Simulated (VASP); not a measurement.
Here is a VASP 6.6.1 calculation.

INCAR

```
ALGO     = Normal         # electronic algorithm
EDIFF    = 1E-6           # SCF threshold, eV
ENCUT    = 520            # plane-wave cutoff, eV
GGA      = PE             # functional
ISIF     = 2              # what is computed and relaxed
ISMEAR   = 0              # smearing method
LASPH    = True           # aspherical terms in the spheres
LCHARG   = True           # write CHGCAR
LELF     = True           # ELF
LREAL    = False          # projectors in reciprocal space
LVHAR    = True         
LWAVE    = False          # write WAVECAR
NBANDS   = 35             # bands
NELM     = 80             # most SCF steps
PREC     = Accurate       # precision mode
SIGMA    = 0.1            # smearing width, eV
```

KPOINTS

```
k-points
0
Gamma
  4 4 4
```

The input POSCAR:

```
Sn2GeO2
1.0
    2.6286298600     -3.2605715800      0.0000000000
    2.6286298600      3.2605715800      0.0000000000
    0.0000000000      0.0000000000      5.7792662600
Sn Ge O
2 1 2
Direct
    0.8288898900      0.1711101100      0.5000000000
    0.1711101100      0.8288898900      0.5000000000
    0.5000000000      0.5000000000      0.0000000000
    0.5678095500      0.4321904500      0.5000000000
    0.4321904500      0.5678095500      0.5000000000
```

Potentials or basis: VASP PAW PBE potentials, release 64 (Sn_d, Ge_d, O).

The run is started by

```bash
$ cat potpaw_PBE.64/Sn_d/POTCAR potpaw_PBE.64/Ge_d/POTCAR potpaw_PBE.64/O/POTCAR > POTCAR
$ mpirun -np 1 vasp_std > vasp.out
```

Estimate the largest force.

93.592 eV/Å.

Estimate the pressure.

96.0 GPa.

Estimate the band gap on the k mesh.

zero (bands 27 and 28 overlap by 1.44 eV).

Stress tensor (GPa, compression positive):
```
 23.33   0.00   0.00
  0.00 263.52   0.00
  0.00   0.00   1.18
```

Caveat: the k points lie up to 0.38 Å⁻¹ apart, too coarse for converged energies and pressures of a metal; the standard files for N, O and F lose accuracy on very short bonds; atoms lie so close that the PAW spheres overlap strongly, which falsifies energies and pressures; spin-orbit coupling is left out, which moves the levels of the heavy elements; forces of over 1 eV/Å act on the atoms, so gaps and moduli don't describe the material at rest.
